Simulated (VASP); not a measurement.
# Yb (Fm-3m) in VASP: further runs

The runs below take Yb through single point, with BLYP.

Program: VASP 6.6.1. These are calculated values, not measurements. Logs are shortened: lines on timing, memory, paths and dates and some standing lists are left out, and cuts for length are marked.

### 1 The cell of the first run

Symmetry: Fm-3m, No. 225, cubic system. The conventional cell has a = 5.508 Å, b = 5.508 Å, c = 5.508 Å, α = 90.00°, β = 90.00°, γ = 90.00°. Yb (site symmetry m-3m) has 12 Yb at 3.89 Å within 5.1 Å.

### 2 Single point, BLYP (41.78 Å³/atom)

Contents of INCAR:

```
SYSTEM = Yb
  PREC = Accurate
  ENCUT = 520
  EDIFF = 1E-6
  ISMEAR = -1
  SIGMA = 0.1
  LREAL = .FALSE.
  LASPH = .TRUE.
  NELM = 100
  ALGO = Normal
  ISIF = 2
  LWAVE = .FALSE.
  LCHARG = .FALSE.
  GGA = B5
  ALDAX = 1.0
  AGGAX = 1.0
  AGGAC = 1.0
  ALDAC = 0.0
  NBANDS = 18
```

Contents of KPOINTS:

```
regular mesh
0
G
  17 17 17
  0 0 0
```

Contents of POSCAR:

```
Yb
1.0
    0.0000000000      2.7541518846      2.7541518846
    2.7541518846      0.0000000000      2.7541518846
    2.7541518846      2.7541518846      0.0000000000
Yb
1
Direct
    0.0000000000      0.0000000000      0.0000000000
```

Potentials or basis: VASP PAW PBE potentials, release 64 (Yb).

On the command line:

```bash
$ cat potpaw_PBE.64/Yb/POTCAR > POTCAR
$ mpirun -np 1 vasp_std > vasp.out
```

OUTCAR:

```text
SYSTEM = Yb
   PREC = Accurate
   ENCUT = 520
   EDIFF = 1E-6
   ISMEAR = -1
   LREAL = .FALSE.
   LASPH = .TRUE.
   NELM = 100
   ISIF = 2
   GGA = B5

 ion  position               nearest neighbor table
   1  0.000  0.000  0.000-

  LATTYP: Found a face centered cubic cell.
 ALAT       =     5.5083037692

  Lattice vectors:

 A1 = (   0.0000000000,   2.7541518846,   2.7541518846)
 A2 = (   2.7541518846,   0.0000000000,   2.7541518846)
 A3 = (   2.7541518846,   2.7541518846,   0.0000000000)

Analysis of symmetry for initial positions (statically):
=====================================================================
 Subroutine PRICEL returns:
 Original cell was already a primitive cell.

 Routine SETGRP: Setting up the symmetry group for a
 face centered cubic supercell.

 Subroutine GETGRP returns: Found 48 space group operations
 (whereof 48 operations were pure point group operations)
 out of a pool of 48 trial point group operations.

The static configuration has the point symmetry O_h .

Analysis of symmetry for dynamics (positions and initial velocities):
=====================================================================
 Subroutine PRICEL returns:
 Original cell was already a primitive cell.

 Routine SETGRP: Setting up the symmetry group for a
 face centered cubic supercell.

 Subroutine GETGRP returns: Found 48 space group operations
 (whereof 48 operations were pure point group operations)
 out of a pool of 48 trial point group operations.

The dynamic configuration has the point symmetry O_h .

 Subroutine INISYM returns: Found 48 space group operations
 (whereof 48 operations are pure point group operations),
 and found     1 'primitive' translations

----------------------------------------------------------------------------------------

                                     Primitive cell

  volume of cell :      41.7824

  direct lattice vectors                    reciprocal lattice vectors
     0.000000000  2.754151885  2.754151885    -0.181544091  0.181544091  0.181544091
     2.754151885  0.000000000  2.754151885     0.181544091 -0.181544091  0.181544091
     2.754151885  2.754151885  0.000000000     0.181544091  0.181544091 -0.181544091

  length of vectors
     3.894958948  3.894958948  3.894958948     0.314443589  0.314443589  0.314443589
[... 65 lines left out ...]
   dimension x,y,z NGXF=    60 NGYF=   60 NGZF=   60
   ions per type =               1
   NGX,Y,Z   is equivalent  to a cutoff of  12.80, 12.80, 12.80 a.u.
   NGXF,Y,Z  is equivalent  to a cutoff of  25.61, 25.61, 25.61 a.u.
 SYSTEM =  Yb
   PREC   = accura    normal or accurate (medium, high low for compatibility)
   ISTART =      0    job   : 0-new  1-cont  2-samecut
   ICHARG =      2    charge: 1-file 2-atom 10-const
   ISPIN  =      1    spin polarized calculation?
   LNONCOLLINEAR =      F non collinear calculations
   LSORBIT =      F    spin-orbit coupling
   LASPH  =      T    aspherical Exc in radial PAW
   ENCUT  =  520.0 eV  38.22 Ry    6.18 a.u.   7.24  7.24  7.24*2*pi/ulx,y,z
   NELM   =    100;   NELMIN=  2; NELMDL= -5     # of ELM steps
   EDIFF  = 0.1E-05   stopping-criterion for ELM
   LREAL  =      F    real-space projection
[... 7 lines left out ...]
   TEBEG  =    0.0;   TEEND  =   0.0 temperature during run
   PSTRESS=    0.0 pullay stress
   NELECT =      24.0000    total number of electrons
   NUPDOWN=      -1.0000    fix difference up-down
   EMIN   =  10.00;   EMAX   =-10.00  energy-range for DOS
   EFERMI =   0.00;   METHOD = LEGACY
   ISMEAR =    -1;   SIGMA  =   0.10  broadening in eV -4-tet -1-fermi 0-gaus
   EFERMI_NEDOS =   21; number of points for ismear=-14 and -15
   IALGO  =     38    algorithm
   IMIX   =      4    mixing-type and parameters
     AMIX     =   0.40;   BMIX     =  1.00
     AMIX_MAG =   1.60;   BMIX_MAG =  1.00
  volume/ion in A,a.u.               =      41.78       281.96
  Fermi-wavevector in a.u.,A,eV,Ry     =   1.360862  2.571656 25.197240  1.851945
  Thomas-Fermi vector in A             =   2.487488
   LORBIT       =      0    0 simple, 1 ext, 2 COOP (PROOUT), +10 PAW based schemes
   GGA     = B5    functional components
   LHFCALC =     F    Hartree Fock is set to
   AEXX    =    0.0000 exact exchange contribution
   IVDW    =     0    specifies the selected vdW correction
   LEPSILON=     F    determine dielectric tensor
   LRPA    =     F    only Hartree local field effects (RPA)
 non-spin polarized calculation
  energy-cutoff  :      520.00
  volume of cell :       41.78
 maximum number of plane-waves:      1143
 NGX is ok and might be reduce to    30
   NGX = 15   NGY = 15   NGZ = 15

 number of electron      23.9999998 magnetization

 Free energy of the ion-electron system (eV)
  ---------------------------------------------------
  ext. energy  EPLUGINS =         0.00000000
  ---------------------------------------------------
  free energy    TOTEN  =        -2.75752252 eV

  energy without entropy =       -2.67144178  energy(sigma->0) =       -2.71448215

 E-fermi :   1.6379     XC(G=0):  -8.3638

 val. band max:        1.6342633442   @ k =  -0.2941   0.4706   0.2353
 cond. band min:       1.6449942510   @ k =  -0.2941   0.4118   0.1765
 fundamental gap:      0.0107309067
 Fermi energy:         1.6378908826

 k-point     1 :       0.0000    0.0000    0.0000
  band No.  band energies     occupation
      1     -50.1152      2.00000
      2     -22.5825      2.00000
      3     -22.5825      2.00000
      4     -22.5825      2.00000
      5      -3.1818      2.00000
      6       1.0297      1.99544
[... 481 lines left out ...]
      5      -2.7483      2.00000
      6       1.0354      1.99517
[... 10 lines left out ...]
     17       5.8508      0.00000
     18      11.3026      0.00000

 [... further k-points ...]

------------------------ aborting loop because EDIFF is reached ----------------------------------------

  FORCE on cell =-STRESS in cart. coord.  units (eV):
  Direction    XX          YY          ZZ          XY          YZ          ZX
  --------------------------------------------------------------------------------------
  -------------------------------------------------------------------------------------
  Total       -0.5464678     -0.5464678     -0.5464678      0.0000000     -0.0000000      0.0000000
  in kB      -20.9547028    -20.9547028    -20.9547028      0.0000000     -0.0000000      0.0000000
  external PRESSURE =     -20.9547028 kB  Pullay stress =       0.0000000 kB

 VOLUME and BASIS-vectors are now :
 -----------------------------------------------------------------------------
  energy-cutoff  :      520.00
  volume of cell :       41.78
      direct lattice vectors                 reciprocal lattice vectors
     0.000000000  2.754151885  2.754151885    -0.181544091  0.181544091  0.181544091
     2.754151885  0.000000000  2.754151885     0.181544091 -0.181544091  0.181544091
     2.754151885  2.754151885  0.000000000     0.181544091  0.181544091 -0.181544091

 POSITION                                       TOTAL-FORCE (eV/Angst)
 -----------------------------------------------------------------------------------
      0.00000      0.00000      0.00000        -0.000000     -0.000000     -0.000000
 -----------------------------------------------------------------------------------
    total drift:                               -0.000000     -0.000000      0.000000

  FREE ENERGIE OF THE ION-ELECTRON SYSTEM (eV)
  ---------------------------------------------------
  free  energy   TOTEN  =        -2.7575225233 eV

  energy  without entropy=       -2.6714417786  energy(sigma->0) =       -2.71448215
```

stdout:

```text
POSCAR found type information on POSCAR Yb
 POSCAR found :  1 types and       1 ions
 scaLAPACK will be used
 -----------------------------------------------------------------------------
|                                                                             |
|                                                                             |
|     You enforced a specific xc type in the INCAR file but a different       |
|     I HOPE YOU KNOW WHAT YOU ARE DOING!                                     |
|                                                                             |
 -----------------------------------------------------------------------------

 LDA part: xc-table for (Slater(with rela. corr.)+VWN5), standard interpolation
 POSCAR, INCAR and KPOINTS ok, starting setup
 FFT: planning ... GRIDC
 FFT: planning ... GRID_SOFT
 FFT: planning ... GRID
 WAVECAR not read
 entering main loop
```

It took 2.8 min on 1 thread of Intel Xeon 6975P-C (Granite Rapids), shared host; peak memory 0.29 GiB.

Results:

* Free energy: -2.7575 eV
* Pressure: -2.1 GPa
* Band gap on the k mesh: zero (bands 12 and 13 overlap by 0.04 eV)

Caveat: the PAW data sets were made with another functional, which shifts forces and pressure a little; spin-orbit coupling is left out, which moves the levels of the heavy elements. Spin polarisation is off, so any magnetic state and its effect on volume and gap are missing.

### 3 Single point, BLYP, non-collinear spin, zero start, spin-orbit coupling

This run uses another cell than the first one, of 37.31 Å³/atom.

Contents of INCAR:

```
SYSTEM = Yb
PREC = Accurate
ENCUT = 520
EDIFF = 1E-6
ISMEAR = -1
SIGMA = 0.1
LREAL = .FALSE.
LASPH = .TRUE.
NELM = 150
ALGO = Normal
ISIF = 2
LWAVE = .FALSE.
LCHARG = .TRUE.
LNONCOLLINEAR = .TRUE.
MAGMOM = 0 0 0
LORBIT = 11
LSORBIT = .TRUE.
GGA_COMPAT = .FALSE.
LORBMOM = .TRUE.
LMAXMIX = 6
GGA = B5
ALDAX = 1.0
AGGAX = 1.0
AGGAC = 1.0
ALDAC = 0.0
LVHAR = .TRUE.
NBANDS = 35
```

Contents of KPOINTS:

```
regular mesh
0
G
  10 10 10
  0 0 0
```

Contents of POSCAR:

```
Yb
1.0
    0.0000000000      2.6520510477      2.6520510477
    2.6520510477      0.0000000000      2.6520510477
    2.6520510477      2.6520510477      0.0000000000
Yb
1
Direct
    0.0000000000      0.0000000000      0.0000000000
```

Potentials or basis: VASP PAW PBE potentials, release 64 (Yb).

On the command line:

```bash
$ cat potpaw_PBE.64/Yb/POTCAR > POTCAR
$ mpirun -np 1 vasp_ncl > vasp.out
```

It took 2.6 min on 1 thread of Intel Xeon 6975P-C (Granite Rapids), shared host; peak memory 0.3 GiB.

Results (log left out):

| Quantity | Value |
| --- | --- |
| Free energy | -3.7072 eV |
| Pressure | -0.9 GPa |
| Net moment | 0.00 μB per cell |
| Valence electrons inside the program's atomic spheres | Yb 22.17 |

Moments on the atoms (μB; x, y, z):
```
Yb  0.00 0.00 0.00
```

Caveat: the PAW data sets were made with another functional, which shifts forces and pressure a little.
